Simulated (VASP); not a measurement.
Set up this calculation in VASP 6.6.1, as the native input.

- Task: single point
- Functional: PBEsol
- Potentials or basis: VASP PAW PBE potentials, release 64 (W_sv, Se)
- Cutoff: 520 eV
- k mesh: 12 × 12 × 2
- Occupations: gaussian, width 0.02 eV
- Spin: no spin polarisation
- Dipole correction: no
- Further INCAR settings: ALGO = Normal; EDIFF = 1e-06; NBANDS = 35

The structure of WSe2 lies in POSCAR:

```
WSe2
1.0
    3.2698157300      0.0000000000      0.0000000000
   -1.6349078650      2.8317434879      0.0000000000
    0.0000000000      0.0000000000     13.4881528544
W Se
2 4
Direct
    0.6666666626      0.3333333374      0.7500000000
    0.3333333374      0.6666666626      0.2500000000
    0.3333333293      0.6666666707      0.8742130885
    0.6666666707      0.3333333293      0.3742130885
    0.3333333293      0.6666666707      0.6257869115
    0.6666666707      0.3333333293      0.1257869115
```

This cell differs from its parent crystal: uniaxial strain along c: +2.0 %, then relaxed in part.

The input as run:

INCAR

```
PREC = Accurate ; ENCUT = 520
EDIFF = 1E-6 ; ISMEAR = 0
SIGMA = 0.02 ; LREAL = False
LASPH = True ; NELM = 100
ALGO = Normal ; ISIF = 2
LWAVE = False ; LCHARG = False
GGA = PS ; NBANDS = 35
```

KPOINTS

```
Automatic mesh
0
Gamma
  12 12 2
```

Potentials or basis: VASP PAW PBE potentials, release 64 (W_sv, Se).

Launch:

```bash
$ cat potpaw_PBE.64/W_sv/POTCAR potpaw_PBE.64/Se/POTCAR > POTCAR
$ mpirun -np 1 vasp_std > vasp.out
```

Results of the run:

```
Pressure               : 0.3 GPa
Largest force          : 0.061 eV/Å
Band gap on the k mesh : 1.14 eV, indirect (least direct gap 1.62 eV)
```

Caveat: the cell differs from its parent crystal (uniaxial strain along c: +2.0 %, then relaxed in part); the PAW data sets were made with another functional, which shifts forces and pressure a little; spin-orbit coupling is left out, which moves the levels of the heavy elements; this functional lacks dispersion, which binds the layers, so the pressure and a relaxed spacing across them are unreliable.

Wall time 2.9 min on 1 thread of Intel Xeon 6975P-C, on a shared host, peak memory 0.31 GiB.
